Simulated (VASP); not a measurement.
# AlN (Cm) in VASP: single point with PBEsol

Aim: the single point of AlN with PBEsol.

All numbers are computed with VASP 6.6.1; they aren't measurements. Logs are shortened: lines on timing, memory, paths and dates and some standing lists are left out, and cuts for length are marked.

### 1 The cell of the first run

It takes space group Cm (No. 8, monoclinic). The conventional cell has a = 5.393 Å, b = 3.114 Å, c = 11.488 Å, α = 90.00°, β = 103.58°, γ = 90.00°. Within 2.5 Å of Al (site symmetry m) lie 3 N at 1.89 Å. Al (site symmetry m) has 4 N at 1.89 to 1.90 Å within 2.5 Å. Al (site symmetry m) has 4 N at 1.89 to 1.90 Å within 2.5 Å. Al (site symmetry m) has 4 N at 1.89 to 1.90 Å within 2.5 Å. Within 2.5 Å of N (site symmetry m) lie 3 Al at 1.89 Å. N (site symmetry m) has 4 Al at 1.89 to 1.90 Å within 2.5 Å. Within 2.5 Å of N (site symmetry m) lie 4 Al at 1.89 to 1.90 Å. N (site symmetry m) has 4 Al at 1.89 to 1.90 Å within 2.5 Å.

### 2 Single point, PBEsol (the part above a cut slid along it)

Contents of INCAR:

```
  PREC = Accurate
  ENCUT = 600
  EDIFF = 1E-6
  ISMEAR = 0
  SIGMA = 0.05
  LREAL = F
  LASPH = T
  NELM = 120
  ALGO = Normal
  ISIF = 2
  LWAVE = F
  LCHARG = F
  GGA = PS
  ISYM = 0
  NBANDS = 26
  GGA_COMPAT = F
```

Contents of KPOINTS:

```
Automatic mesh
0
Gamma
  8 8 3
```

Contents of POSCAR:

```
AlN
1.0
   -3.1137929129      0.0000000000      0.0000000000
   -1.5568964565     -2.6966237647      0.0000000000
   -0.7784482282     -1.3483118823     11.1671109118
Al N
4 4
Direct
    0.3333333333     -0.0703192412      0.8073051491
    0.3333333333      0.1528161559      0.3610343548
    0.6666666667      0.5977171878      0.1378989577
    0.6666666667      0.3745817907      0.5841697520
    0.3333333333      0.2907151136      0.0852364394
    0.3333333333      0.0675797165      0.5315072336
    0.6666666667      0.5124807484      0.3083718365
    0.6666666667      0.2893453513      0.7546426307
```

Potentials or basis: VASP PAW PBE potentials, release 64 (Al, N).

Command:

```console
$ cat potpaw_PBE.64/Al/POTCAR potpaw_PBE.64/N/POTCAR > POTCAR
$ mpirun -np 1 vasp_std > vasp.out
```

OUTCAR:

```text
PREC = Accurate
   ENCUT = 600
   EDIFF = 1E-6
   ISMEAR = 0
   LREAL = F
   LASPH = T
   NELM = 120
   ISIF = 2
   GGA = PS
   ISYM = 0

 ion  position               nearest neighbor table
   1  0.333  0.930  0.807-   8 1.89   8 1.89   8 1.89   4 3.07   4 3.07   4 3.07
   2  0.333  0.153  0.361-   7 1.89   7 1.89   7 1.89   6 1.90   3 3.07   3 3.07   3 3.07   4 3.07
                             4 3.07   4 3.07
   3  0.667  0.598  0.138-   5 1.89   5 1.89   5 1.89   7 1.90   2 3.07   2 3.07   2 3.07
   4  0.667  0.375  0.584-   6 1.89   6 1.89   6 1.89   8 1.90   1 3.07   1 3.07   1 3.07   2 3.07
                             2 3.07   2 3.07
   5  0.333  0.291  0.085-   3 1.89   3 1.89   3 1.89
   6  0.333  0.068  0.532-   4 1.89   4 1.89   4 1.89   2 1.90
   7  0.667  0.512  0.308-   2 1.89   2 1.89   2 1.89   3 1.90
   8  0.667  0.289  0.755-   1 1.89   1 1.89   1 1.89   4 1.90

IMPORTANT INFORMATION: All symmetrisations will be switched off!
NOSYMM: (Re-)initialisation of all symmetry stuff for point group C_1.

----------------------------------------------------------------------------------------

                                     Primitive cell

  volume of cell :      93.7672

  direct lattice vectors                    reciprocal lattice vectors
    -3.113792913  0.000000000  0.000000000    -0.321151736  0.185417041  0.000000000
    -1.556896457 -2.696623765  0.000000000     0.000000000 -0.370834083 -0.044774338
    -0.778448228 -1.348311882 11.167110912     0.000000000  0.000000000  0.089548676

  length of vectors
     3.113792913  3.113792913 11.275118301     0.370834083  0.373527319  0.089548676

  position of ions in fractional coordinates (direct lattice)
     0.333333333  0.929680759  0.807305149
     0.333333333  0.152816156  0.361034355
     0.666666667  0.597717188  0.137898958
     0.666666667  0.374581791  0.584169752
     0.333333333  0.290715114  0.085236439
     0.333333333  0.067579716  0.531507234
     0.666666667  0.512480748  0.308371837
     0.666666667  0.289345351  0.754642631

  ion indices of the primitive-cell ions
   primitive index   ion index
                 1           1
                 2           2
                 3           3
                 4           4
                 5           5
                 6           6
                 7           7
                 8           8

----------------------------------------------------------------------------------------

 KPOINTS: Automatic mesh

Automatic generation of k-mesh.
 Grid dimensions read from file:
 generate k-points for:    8    8    3

 Generating k-lattice:

  Cartesian coordinates                     Fractional coordinates (reciprocal lattice)
    -0.040143967  0.023177130  0.000000000     0.125000000  0.000000000  0.000000000
     0.000000000 -0.046354260 -0.005596792     0.000000000  0.125000000  0.000000000
     0.000000000  0.000000000  0.029849559     0.000000000  0.000000000  0.333333333

  Length of vectors
     0.046354260  0.046690915  0.029849559

  Shift w.r.t. Gamma in fractional coordinates (k-lattice)
     0.000000000  0.000000000  0.000000000

 -----------------------------------------------------------------------------
|                                                                             |
|           W    W    AA    RRRRR   N    N  II  N    N   GGGG   !!!           |
|           W    W   A  A   R    R  NN   N  II  NN   N  G    G  !!!           |
|           W    W  A    A  R    R  N N  N  II  N N  N  G       !!!           |
|           W WW W  AAAAAA  RRRRR   N  N N  II  N  N N  G  GGG   !            |
|           WW  WW  A    A  R   R   N   NN  II  N   NN  G    G                |
|           W    W  A    A  R    R  N    N  II  N    N   GGGG   !!!           |
|                                                                             |
|     Your reciprocal lattice and k-lattice belong to different lattice       |
|     classes:                                                                |
|                                                                             |
|        The reciprocal lattice is body-centered orthorhombic,                |
|        whereas your k-lattice is base-centered monoclinic.                  |
|                                                                             |
|     Results are often still useful ...                                      |
|                                                                             |
 -----------------------------------------------------------------------------

 WARNING: IBZKPT: internal override: KBLOWUP is changed to .FALSE.
      ... skipping the blow-up phase ...

 Subroutine IBZKPT returns following result:
 ===========================================

 Found     98 irreducible k-points:

 Following reciprocal coordinates:
            Coordinates               Weight
  0.000000  0.000000  0.000000      1.000000
  0.125000  0.000000  0.000000      2.000000
  0.250000  0.000000  0.000000      2.000000
  0.375000  0.000000  0.000000      2.000000
  0.500000  0.000000  0.000000      1.000000
  0.000000  0.125000  0.000000      2.000000
[... 16 lines left out ...]
  0.125000  0.375000 -0.000000      2.000000
  0.250000  0.375000  0.000000      2.000000
 [... further k-points ...]
   k-points           NKPTS =     98   k-points in BZ     NKDIM =     98   number of bands    NBANDS=     26
   number of dos      NEDOS =    301   number of ions     NIONS =      8
   total plane-waves  NPLWV =  70560
   dimension x,y,z NGX =    28 NGY =   28 NGZ =   90
   dimension x,y,z NGXF=    56 NGYF=   56 NGZF=  180
   ions per type =               4   4
   NGX,Y,Z   is equivalent  to a cutoff of  14.95, 14.95, 13.27 a.u.
   NGXF,Y,Z  is equivalent  to a cutoff of  29.90, 29.90, 26.54 a.u.
 SYSTEM =  unknown system
   PREC   = accura    normal or accurate (medium, high low for compatibility)
   ISTART =      0    job   : 0-new  1-cont  2-samecut
   ICHARG =      2    charge: 1-file 2-atom 10-const
   ISPIN  =      1    spin polarized calculation?
   LNONCOLLINEAR =      F non collinear calculations
   LSORBIT =      F    spin-orbit coupling
   LASPH  =      T    aspherical Exc in radial PAW
   ENCUT  =  600.0 eV  44.10 Ry    6.64 a.u.   6.22  6.22 22.52*2*pi/ulx,y,z
   NELM   =    120;   NELMIN=  2; NELMDL= -5     # of ELM steps
   EDIFF  = 0.1E-05   stopping-criterion for ELM
   LREAL  =      F    real-space projection
   EDIFFG = 0.1E-04   stopping-criterion for IOM
   NSW    =      0    number of steps for IOM
   IBRION =     -1    ionic relax: 0-MD 1-quasi-New 2-CG
   NFREE  =      0    steps in history (QN), initial steepest desc. (CG)
   ISIF   =      2    stress and relaxation
   ISYM   =      0    0-nonsym 1-usesym 2-fastsym
   POTIM  = 0.5000    time-step for ionic-motion
   TEBEG  =    0.0;   TEEND  =   0.0 temperature during run
   PSTRESS=    0.0 pullay stress
   NELECT =      32.0000    total number of electrons
   NUPDOWN=      -1.0000    fix difference up-down
   EMIN   =  10.00;   EMAX   =-10.00  energy-range for DOS
   EFERMI =   0.00;   METHOD = LEGACY
   ISMEAR =     0;   SIGMA  =   0.05  broadening in eV -4-tet -1-fermi 0-gaus
   EFERMI_NEDOS =   21; number of points for ismear=-14 and -15
   IALGO  =     38    algorithm
   IMIX   =      4    mixing-type and parameters
     AMIX     =   0.40;   BMIX     =  1.00
     AMIX_MAG =   1.60;   BMIX_MAG =  1.00
  volume/ion in A,a.u.               =      11.72        79.10
  Fermi-wavevector in a.u.,A,eV,Ry     =   1.144040  2.161922 17.807678  1.308827
  Thomas-Fermi vector in A             =   2.280733
   LORBIT       =      0    0 simple, 1 ext, 2 COOP (PROOUT), +10 PAW based schemes
   GGA     = PS    functional components
   LHFCALC =     F    Hartree Fock is set to
   AEXX    =    0.0000 exact exchange contribution
   IVDW    =     0    specifies the selected vdW correction
   LEPSILON=     F    determine dielectric tensor
   LRPA    =     F    only Hartree local field effects (RPA)
 non-spin polarized calculation
 Gauss-broadening in eV      SIGMA  =   0.05
  energy-cutoff  :      600.00
  volume of cell :       93.77
 maximum number of plane-waves:      3157
 NGX is ok and might be reduce to    28
   NGX = 13   NGY = 13   NGZ = 45

 number of electron      32.0000000 magnetization

 Free energy of the ion-electron system (eV)
  ---------------------------------------------------
  ext. energy  EPLUGINS =         0.00000000
  ---------------------------------------------------
  free energy    TOTEN  =       -59.91244988 eV

  energy without entropy =      -59.91244901  energy(sigma->0) =      -59.91244945

 E-fermi :   6.6203     XC(G=0): -10.5261

 val. band max:        6.4883151504   @ k =   0.0000   0.0000   0.3333
 cond. band min:       6.7414432297   @ k =   0.0000   0.0000   0.0000
 fundamental gap:      0.2531280793
 Fermi energy:         6.6202805013

 k-point     1 :       0.0000    0.0000    0.0000
  band No.  band energies     occupation
      1     -11.2075      2.00000
      2      -9.9591      2.00000
      3      -8.7772      2.00000
      4      -6.7896      2.00000
      5      -1.5524      2.00000
      6       0.6887      2.00000
[... 18 lines left out ...]
     25      15.6890      0.00000
     26      15.7557      0.00000

 k-point     2 :       0.1250    0.0000    0.0000
  band No.  band energies     occupation
      1     -11.0256      2.00000
      2      -9.7914      2.00000
      3      -8.6183      2.00000
      4      -6.6381      2.00000
      5      -1.3439      2.00000
      6       0.6769      2.00000
[... 18 lines left out ...]
     25      15.1400      0.00000
     26      15.7205      0.00000

 k-point     3 :       0.2500    0.0000    0.0000
  band No.  band energies     occupation
      1     -10.5313      2.00000
      2      -9.3450      2.00000
      3      -8.1983      2.00000
      4      -6.2402      2.00000
      5      -0.8019      2.00000
      6      -0.2123      2.00000
[... 18 lines left out ...]
     25      14.9702      0.00000
     26      15.8724      0.00000

 k-point     4 :       0.3750    0.0000    0.0000
  band No.  band energies     occupation
      1      -9.9180      2.00000
      2      -8.8223      2.00000
      3      -7.7122      2.00000
      4      -5.7859      2.00000
      5      -1.5280      2.00000
      6      -0.7352      2.00000
[... 18 lines left out ...]
     25      15.1615      0.00000
     26      15.3133      0.00000

 k-point     5 :       0.5000    0.0000    0.0000
  band No.  band energies     occupation
      1      -9.6048      2.00000
      2      -8.5788      2.00000
      3      -7.4858      2.00000
      4      -5.5774      2.00000
      5      -2.0742      2.00000
      6      -1.1428      2.00000
[... 18 lines left out ...]
     25      15.0804      0.00000
     26      15.2648      0.00000

 k-point     6 :       0.0000    0.1250    0.0000
  band No.  band energies     occupation
      1     -11.0256      2.00000
      2      -9.7916      2.00000
      3      -8.6180      2.00000
      4      -6.6380      2.00000
      5      -1.3412      2.00000
      6       0.6634      2.00000
[... 427 lines left out ...]
 k-point    21 :      -0.1250    0.2500   -0.0000
  band No.  band energies     occupation
      1     -10.1210      2.00000
      2      -8.9886      2.00000
      3      -7.8653      2.00000
      4      -5.9256      2.00000
      5      -0.9166      2.00000
      6      -0.4950      2.00000
[... 18 lines left out ...]
     25      14.8774      0.00000
     26      15.2759      0.00000

 k-point    22 :       0.0000    0.3750   -0.0000
  band No.  band energies     occupation
      1      -9.9173      2.00000
      2      -8.8222      2.00000
      3      -7.7119      2.00000
      4      -5.7818      2.00000
      5      -1.5395      2.00000
      6      -0.7293      2.00000
[... 18 lines left out ...]
     25      14.9777      0.00000
     26      15.3931      0.00000

 k-point    23 :       0.1250    0.3750   -0.0000
  band No.  band energies     occupation
      1     -10.1208      2.00000
      2      -8.9888      2.00000
      3      -7.8648      2.00000
      4      -5.9244      2.00000
      5      -0.9204      2.00000
      6      -0.4980      2.00000
[... 18 lines left out ...]
     25      14.8309      0.00000
     26      15.3279      0.00000

 k-point    24 :       0.2500    0.3750    0.0000
  band No.  band energies     occupation
      1     -10.1207      2.00000
      2      -8.9889      2.00000
      3      -7.8646      2.00000
      4      -5.9246      2.00000
      5      -0.9193      2.00000
      6      -0.5001      2.00000
[... 18 lines left out ...]
     25      14.7754      0.00000
     26      15.3789      0.00000

 [... further k-points ...]

------------------------ aborting loop because EDIFF is reached ----------------------------------------

  FORCE on cell =-STRESS in cart. coord.  units (eV):
  Direction    XX          YY          ZZ          XY          YZ          ZX
  --------------------------------------------------------------------------------------
  -------------------------------------------------------------------------------------
  Total       -0.9435661     -1.4782813     -4.6271376     -0.4630116     -0.2250929      0.3896121
  in kB      -16.1224852    -25.2590346    -79.0627813     -7.9113670     -3.8461086      6.6572083
  external PRESSURE =     -40.1481004 kB  Pullay stress =       0.0000000 kB

 VOLUME and BASIS-vectors are now :
 -----------------------------------------------------------------------------
  energy-cutoff  :      600.00
  volume of cell :       93.77
      direct lattice vectors                 reciprocal lattice vectors
    -3.113792913  0.000000000  0.000000000    -0.321151736  0.185417041  0.000000000
    -1.556896457 -2.696623765  0.000000000     0.000000000 -0.370834083 -0.044774338
    -0.778448228 -1.348311882 11.167110912     0.000000000  0.000000000  0.089548676

 POSITION                                       TOTAL-FORCE (eV/Angst)
 -----------------------------------------------------------------------------------
     -3.11379     -3.59550      9.01527         0.032380     -0.018670      0.724789
     -1.55690     -0.89887      4.03171         0.000017      0.000011     -1.274341
     -3.11379     -1.79775      1.53993        -0.029185      0.016868     -2.201488
     -3.11379     -1.79775      6.52349        -0.014016      0.008113     -1.234327
     -1.55690     -0.89887      0.95184         0.097092     -0.056072      0.365563
     -1.55690     -0.89887      5.93540        -0.006082      0.003518      1.175538
     -3.11379     -1.79775      3.44362         0.010196     -0.005884      1.322295
     -3.11379     -1.79775      8.42718        -0.090402      0.052116      1.121970
 -----------------------------------------------------------------------------------
    total drift:                                0.000008     -0.000033     -0.000849

  FREE ENERGIE OF THE ION-ELECTRON SYSTEM (eV)
  ---------------------------------------------------
  free  energy   TOTEN  =       -59.9124498792 eV

  energy  without entropy=      -59.9124490142  energy(sigma->0) =      -59.91244945
```

It took 11 min on 1 thread of Oxide Virtual Turin-like, shared host; peak memory 0.36 GiB.

Results:

- Free energy: -59.9124 eV
- Pressure: -4.0 GPa
- Largest force: 2.202 eV/Å
- Band gap on the k mesh: 0.25 eV

Forces on the atoms (eV/Å):
```
Al   0.032 -0.019  0.725
Al   0.000  0.000 -1.274
Al  -0.029  0.017 -2.201
Al  -0.014  0.008 -1.234
N    0.097 -0.056  0.366
N   -0.006  0.004  1.176
N    0.010 -0.006  1.322
N   -0.090  0.052  1.122
```

Caveat: the cell differs from its parent crystal (the part above a cut slid along it); the stress differs along the axes, from -8 to -2 GPa; semilocal functionals underestimate gaps, and a narrow one can read as zero; the PAW data sets were made with another functional, which shifts forces and pressure a little. A k mesh can miss the band edges.
